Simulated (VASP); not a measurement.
Wanted: the native input for a VASP 6.6.1 run.

```yaml
Task: single point
Functional: r2SCAN
Potentials_or_basis: VASP PAW PBE potentials, release 64 (Hf_pv, O)
Cutoff: 520 eV
k_mesh: 6 × 6 × 6
Occupations: gaussian, width 0.05 eV
Spin: no spin polarisation
Dipole_correction: no
Further_INCAR_settings: ALGO = Normal; EDIFF = 1e-06; NBANDS = 31
```

The system is HfO2.

```
Hf O
1.0
     3.66624    0.00000    0.00000
     0.00000    3.66624    0.00000
     0.00000    0.00000    5.46281
Hf O
2 4
Direct
  0.50000 0.50000 0.50000
  0.00000 0.00000 0.00000
  0.00000 0.50000 0.69616
  0.50000 0.00000 0.80384
  0.50000 0.00000 0.30384
  0.00000 0.50000 0.19616
```

This cell differs from its parent crystal: strain +0.025 along x and y, +0.050 along z.

One way to write it, as run:

POSCAR

```
HfO2
1.0
    3.6662449398      0.0000000000      0.0000000000
    0.0000000000      3.6662449398      0.0000000000
    0.0000000000      0.0000000000      5.4628076449
Hf O
2 4
Direct
    0.5000000000      0.5000000000      0.5000000000
    0.0000000000      0.0000000000      0.0000000000
    0.0000000000      0.5000000000      0.6961635355
    0.5000000000      0.0000000000      0.8038364645
    0.5000000000      0.0000000000      0.3038364645
    0.0000000000      0.5000000000      0.1961635355
```

INCAR.step1

```
SYSTEM = HfO2
PREC = Accurate
ENCUT = 520
ISMEAR = 0
SIGMA = 0.05
LREAL = .FALSE.
LASPH = .TRUE.
NELM = 60
NBANDS = 31
GGA = PE
ALGO = Normal
EDIFF = 1E-4
LWAVE = .TRUE.
LCHARG = .FALSE.
```

INCAR.step2

```
SYSTEM = HfO2
PREC = Accurate
ENCUT = 520
EDIFF = 1E-6
ISMEAR = 0
SIGMA = 0.05
LREAL = .FALSE.
LASPH = .TRUE.
NELM = 60
ALGO = Normal
ISIF = 2
LWAVE = .FALSE.
LCHARG = .TRUE.
METAGGA = R2SCAN
LMIXTAU = .TRUE.
LELF = .TRUE.
LVHAR = .TRUE.
NBANDS = 31
ISTART = 1
```

KPOINTS

```
Automatic mesh
0
G
  6 6 6
  0 0 0
```

Potentials or basis: VASP PAW PBE potentials, release 64 (Hf_pv, O).

The run is started by

```bash
$ cat potpaw_PBE.64/Hf_pv/POTCAR potpaw_PBE.64/O/POTCAR > POTCAR
$ cp INCAR.step1 INCAR
$ mpirun -np 1 vasp_std > vasp.out
$ cp INCAR.step2 INCAR
$ mpirun -np 1 vasp_std > vasp.out
```

Results of the run:

| Item | Value |
| --- | --- |
| Pressure | -23.3 GPa |
| Largest force | 0.678 eV/Å |
| Band gap on the k mesh | 4.77 eV (least direct gap 4.83 eV) |

Caveat: the cell differs from its parent crystal (strain +0.025 along x and y, +0.050 along z); the cell stands under tension; the PAW data sets were made with another functional, which shifts forces and pressure a little; spin-orbit coupling is left out, which moves the levels of the heavy elements.

It took 5.4 min on 1 thread of Intel(R) Xeon(R) Platinum 8259CL CPU @ 2.50GHz (Skylake/Cascade Lake) (shared host), peak memory 0.23 GiB.
